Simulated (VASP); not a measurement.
# NaF (Fm-3m) in VASP: further runs, part 2 of 2

VASP 6.6.1.

### Step 5. Single point, LDA (strain +0.050 along x and y, +0.050 along z)

The input, INCAR:

```
  PREC = Accurate
  ENCUT = 520
  EDIFF = 1E-6
  ISMEAR = 0
  SIGMA = 0.05
  LREAL = False
  LASPH = True
  NELM = 80
  ALGO = Normal
  ISIF = 2
  LWAVE = False
  LCHARG = False
  NBANDS = 14
```

The input, KPOINTS:

```
regular mesh
0
Gamma
  8 8 8
```

The input, POSCAR:

```
NaF
1.0
    0.0000000000      2.4394650000      2.4394650000
    2.4394650000      0.0000000000      2.4394650000
    2.4394650000      2.4394650000      0.0000000000
Na F
1 1
Direct
    0.0000000000      0.0000000000      0.0000000000
    0.5000000000      0.5000000000      0.5000000000
```

Potentials or basis: VASP PAW LDA potentials, release 64 (Na_pv, F).

Run with:

```
$ cat potpaw_LDA.64/Na_pv/POTCAR potpaw_LDA.64/F/POTCAR > POTCAR
$ mpirun -np 1 vasp_std > vasp.out
```

OUTCAR:

```text
PREC = Accurate
   ENCUT = 520
   EDIFF = 1E-6
   ISMEAR = 0
   LREAL = False
   LASPH = True
   NELM = 80
   ISIF = 2

 ion  position               nearest neighbor table
   1  0.000  0.000  0.000-
   2  0.500  0.500  0.500-

  LATTYP: Found a face centered cubic cell.
 ALAT       =     4.8789300000

  Lattice vectors:

 A1 = (   0.0000000000,   2.4394650000,   2.4394650000)
 A2 = (   2.4394650000,   0.0000000000,   2.4394650000)
 A3 = (   2.4394650000,   2.4394650000,   0.0000000000)

Analysis of symmetry for initial positions (statically):
=====================================================================
 Subroutine PRICEL returns:
 Original cell was already a primitive cell.

 Routine SETGRP: Setting up the symmetry group for a
 face centered cubic supercell.

 Subroutine GETGRP returns: Found 48 space group operations
 (whereof 48 operations were pure point group operations)
 out of a pool of 48 trial point group operations.

The static configuration has the point symmetry O_h .

Analysis of symmetry for dynamics (positions and initial velocities):
=====================================================================
 Subroutine PRICEL returns:
 Original cell was already a primitive cell.

 Routine SETGRP: Setting up the symmetry group for a
 face centered cubic supercell.

 Subroutine GETGRP returns: Found 48 space group operations
 (whereof 48 operations were pure point group operations)
 out of a pool of 48 trial point group operations.

The dynamic configuration has the point symmetry O_h .

 Subroutine INISYM returns: Found 48 space group operations
 (whereof 48 operations are pure point group operations),
 and found     1 'primitive' translations

----------------------------------------------------------------------------------------

                                     Primitive cell

  volume of cell :      29.0345

  direct lattice vectors                    reciprocal lattice vectors
     0.000000000  2.439465000  2.439465000    -0.204962973  0.204962973  0.204962973
     2.439465000  0.000000000  2.439465000     0.204962973 -0.204962973  0.204962973
     2.439465000  2.439465000  0.000000000     0.204962973  0.204962973 -0.204962973

  length of vectors
     3.449924488  3.449924488  3.449924488     0.355006284  0.355006284  0.355006284

  position of ions in fractional coordinates (direct lattice)
     0.000000000  0.000000000  0.000000000
     0.500000000  0.500000000  0.500000000

  ion indices of the primitive-cell ions
   primitive index   ion index
                 1           1
                 2           2

----------------------------------------------------------------------------------------

 KPOINTS: regular mesh

Automatic generation of k-mesh.
 Grid dimensions read from file:
 generate k-points for:    8    8    8

 Generating k-lattice:

  Cartesian coordinates                     Fractional coordinates (reciprocal lattice)
    -0.025620372  0.025620372  0.025620372     0.125000000  0.000000000  0.000000000
     0.025620372 -0.025620372  0.025620372     0.000000000  0.125000000  0.000000000
     0.025620372  0.025620372 -0.025620372     0.000000000  0.000000000  0.125000000

  Length of vectors
     0.044375785  0.044375785  0.044375785

  Shift w.r.t. Gamma in fractional coordinates (k-lattice)
     0.000000000  0.000000000  0.000000000

 Subroutine IBZKPT returns following result:
 ===========================================

 Found     29 irreducible k-points:

 Following reciprocal coordinates:
            Coordinates               Weight
  0.000000  0.000000  0.000000      1.000000
  0.125000  0.000000  0.000000      8.000000
  0.250000  0.000000  0.000000      8.000000
  0.375000  0.000000  0.000000      8.000000
  0.500000  0.000000  0.000000      4.000000
  0.125000  0.125000  0.000000      6.000000
[... 16 lines left out ...]
  0.500000  0.250000  0.125000     48.000000
 -0.375000  0.250000  0.125000     24.000000
 [... further k-points ...]
   k-points           NKPTS =     29   k-points in BZ     NKDIM =     29   number of bands    NBANDS=     14
   number of dos      NEDOS =    301   number of ions     NIONS =      2
   total plane-waves  NPLWV =  21952
   dimension x,y,z NGX =    28 NGY =   28 NGZ =   28
   dimension x,y,z NGXF=    56 NGYF=   56 NGZF=   56
   ions per type =               1   1
   NGX,Y,Z   is equivalent  to a cutoff of  13.49, 13.49, 13.49 a.u.
   NGXF,Y,Z  is equivalent  to a cutoff of  26.99, 26.99, 26.99 a.u.
 SYSTEM =  unknown system
   PREC   = accura    normal or accurate (medium, high low for compatibility)
   ISTART =      0    job   : 0-new  1-cont  2-samecut
   ICHARG =      2    charge: 1-file 2-atom 10-const
   ISPIN  =      1    spin polarized calculation?
   LNONCOLLINEAR =      F non collinear calculations
   LSORBIT =      F    spin-orbit coupling
   LASPH  =      T    aspherical Exc in radial PAW
   ENCUT  =  520.0 eV  38.22 Ry    6.18 a.u.   6.41  6.41  6.41*2*pi/ulx,y,z
   NELM   =     80;   NELMIN=  2; NELMDL= -5     # of ELM steps
   EDIFF  = 0.1E-05   stopping-criterion for ELM
   LREAL  =      F    real-space projection
   EDIFFG = 0.1E-04   stopping-criterion for IOM
   NSW    =      0    number of steps for IOM
   IBRION =     -1    ionic relax: 0-MD 1-quasi-New 2-CG
   NFREE  =      0    steps in history (QN), initial steepest desc. (CG)
   ISIF   =      2    stress and relaxation
   ISYM   =      2    0-nonsym 1-usesym 2-fastsym
   POTIM  = 0.5000    time-step for ionic-motion
   TEBEG  =    0.0;   TEEND  =   0.0 temperature during run
   PSTRESS=    0.0 pullay stress
   NELECT =      14.0000    total number of electrons
   NUPDOWN=      -1.0000    fix difference up-down
   EMIN   =  10.00;   EMAX   =-10.00  energy-range for DOS
   EFERMI =   0.00;   METHOD = LEGACY
   ISMEAR =     0;   SIGMA  =   0.05  broadening in eV -4-tet -1-fermi 0-gaus
   EFERMI_NEDOS =   21; number of points for ismear=-14 and -15
   IALGO  =     38    algorithm
   IMIX   =      4    mixing-type and parameters
     AMIX     =   0.40;   BMIX     =  1.00
     AMIX_MAG =   1.60;   BMIX_MAG =  1.00
  volume/ion in A,a.u.               =      14.52        97.97
  Fermi-wavevector in a.u.,A,eV,Ry     =   1.283747  2.425931 22.422503  1.648007
  Thomas-Fermi vector in A             =   2.415982
   LORBIT       =      0    0 simple, 1 ext, 2 COOP (PROOUT), +10 PAW based schemes
   GGA     = CA    functional components
   LHFCALC =     F    Hartree Fock is set to
   AEXX    =    0.0000 exact exchange contribution
   IVDW    =     0    specifies the selected vdW correction
   LEPSILON=     F    determine dielectric tensor
   LRPA    =     F    only Hartree local field effects (RPA)
 non-spin polarized calculation
 Gauss-broadening in eV      SIGMA  =   0.05
  energy-cutoff  :      520.00
  volume of cell :       29.03
 maximum number of plane-waves:       817
 NGX is ok and might be reduce to    28
   NGX = 13   NGY = 13   NGZ = 13

 number of electron      14.0000005 magnetization

 Free energy of the ion-electron system (eV)
  ---------------------------------------------------
  ext. energy  EPLUGINS =         0.00000000
  ---------------------------------------------------
  free energy    TOTEN  =        -9.13394463 eV

  energy without entropy =       -9.13394463  energy(sigma->0) =       -9.13394463

 E-fermi :  -2.8956     XC(G=0):  -9.1916

 val. band max:       -3.0979011631   @ k =   0.0000   0.0000   0.0000
 cond. band min:       2.1243818481   @ k =   0.0000   0.0000   0.0000
 fundamental gap:      5.2222830112
 Fermi energy:        -2.8955509468

 k-point     1 :       0.0000    0.0000    0.0000
  band No.  band energies     occupation
      1     -22.3371      2.00000
      2     -22.3371      2.00000
      3     -22.3371      2.00000
      4     -21.6242      2.00000
      5      -3.0979      2.00000
      6      -3.0979      2.00000
      7      -3.0979      2.00000
      8       2.1244      0.00000
      9      14.3752      0.00000
     10      14.3752      0.00000
     11      14.3752      0.00000
     12      16.8803      0.00000
     13      18.9420      0.00000
     14      18.9420      0.00000
[... 375 lines left out ...]
 k-point    24 :      -0.3750    0.2500    0.1250
  band No.  band energies     occupation
      1     -22.5955      2.00000
      2     -22.3712      2.00000
      3     -22.3565      2.00000
      4     -21.2470      2.00000
      5      -4.2091      2.00000
      6      -3.5807      2.00000
      7      -3.3683      2.00000
      8       7.3372      0.00000
      9       8.0635      0.00000
     10      12.0922      0.00000
     11      13.7794      0.00000
     12      16.9793      0.00000
     13      17.8828      0.00000
     14      22.1118      0.00000

 [... further k-points ...]
[... 5 lines left out ...]
  --------------------------------------------------------------------------------------
  -------------------------------------------------------------------------------------
  Total       -1.5478002     -1.5478002     -1.5478002      0.0000000     -0.0000000      0.0000000
  in kB      -85.4105902    -85.4105902    -85.4105902      0.0000000     -0.0000000      0.0000000
  external PRESSURE =     -85.4105902 kB  Pullay stress =       0.0000000 kB

 VOLUME and BASIS-vectors are now :
 -----------------------------------------------------------------------------
  energy-cutoff  :      520.00
  volume of cell :       29.03
      direct lattice vectors                 reciprocal lattice vectors
     0.000000000  2.439465000  2.439465000    -0.204962973  0.204962973  0.204962973
     2.439465000  0.000000000  2.439465000     0.204962973 -0.204962973  0.204962973
     2.439465000  2.439465000  0.000000000     0.204962973  0.204962973 -0.204962973

 POSITION                                       TOTAL-FORCE (eV/Angst)
 -----------------------------------------------------------------------------------
      0.00000      0.00000      0.00000        -0.000000     -0.000000     -0.000000
      2.43947      2.43947      2.43947         0.000000      0.000000      0.000000
 -----------------------------------------------------------------------------------
    total drift:                                0.000000      0.000000      0.000000

  FREE ENERGIE OF THE ION-ELECTRON SYSTEM (eV)
  ---------------------------------------------------
  free  energy   TOTEN  =        -9.1339446255 eV

  energy  without entropy=       -9.1339446255  energy(sigma->0) =       -9.13394463
```

OSZICAR:

```text
N       E                     dE             d eps       ncg     rms          rms(c)
DAV:   1     0.109381764567E+03    0.10938E+03   -0.78779E+03   830   0.115E+03
DAV:   2    -0.440676063920E+01   -0.11379E+03   -0.10589E+03   860   0.334E+02
DAV:   3    -0.998473894767E+01   -0.55780E+01   -0.55618E+01  1028   0.679E+01
DAV:   4    -0.100333981777E+02   -0.48659E-01   -0.48657E-01   908   0.701E+00
DAV:   5    -0.100339592592E+02   -0.56108E-03   -0.56108E-03  1004   0.730E-01    0.514E+00
DAV:   6    -0.918851870302E+01    0.84544E+00   -0.31955E+00   962   0.140E+01    0.198E+00
DAV:   7    -0.915219802661E+01    0.36321E-01   -0.47205E-02   842   0.202E+00    0.100E+00
DAV:   8    -0.913394990227E+01    0.18248E-01   -0.30055E-02   878   0.359E+00    0.153E-01
DAV:   9    -0.913402305825E+01   -0.73156E-04   -0.19766E-03  1010   0.556E-01    0.101E-01
DAV:  10    -0.913395102103E+01    0.72037E-04   -0.58186E-04   908   0.236E-01    0.234E-02
DAV:  11    -0.913394476457E+01    0.62565E-05   -0.30161E-05  1074   0.677E-02    0.245E-03
DAV:  12    -0.913394462548E+01    0.13909E-06   -0.12124E-06   564   0.132E-02
   1 F= -.91339446E+01 E0= -.91339446E+01  d E =-.131820E-10
```

stdout:

```text
POSCAR found type information on POSCAR NaF
 POSCAR found :  2 types and       2 ions
 scaLAPACK will be used
 LDA part: xc-table for (Slater(with rela. corr.)+CA(PZ))
 , standard interpolation
 POSCAR, INCAR and KPOINTS ok, starting setup
 FFT: planning ... GRIDC
 FFT: planning ... GRID_SOFT
 FFT: planning ... GRID
 WAVECAR not read
 entering main loop
```

It took 15 s on 1 thread of AMD EPYC 7R43 (Zen 3), shared host; peak memory 0.1 GiB.

Results:

```
Free energy            : -9.1339 eV
Pressure               : -8.5 GPa
Band gap on the k mesh : 5.22 eV, direct
```

Caveat: the cell differs from its parent crystal (strain +0.050 along x and y, +0.050 along z). A k mesh can miss the band edges.

### Step 6. The runs side by side

| cell | gap on the mesh (eV) | pressure (GPa) |
| --- | --- | --- |
| a = 3.121 Å, angles 60.0°, 2 atoms | 6.80 | 4.3 |
| a = 3.204 Å, angles 60.0°, 2 atoms | 6.33 | -1.1 |
| a = 3.368 Å, angles 60.0°, 2 atoms | 5.55 | -7.1 |
| a = 3.450 Å, angles 60.0°, 2 atoms | 5.22 | -8.5 |

Alike in all rows: task single point; level LDA; potentials or basis VASP PAW LDA potentials, release 64 (Na_pv, F); no spin polarisation; k mesh 8 × 8 × 8; cutoff (eV) 520; smearing gaussian 0.05 eV.

Absolute energies hang on the potentials; compare differences alone.
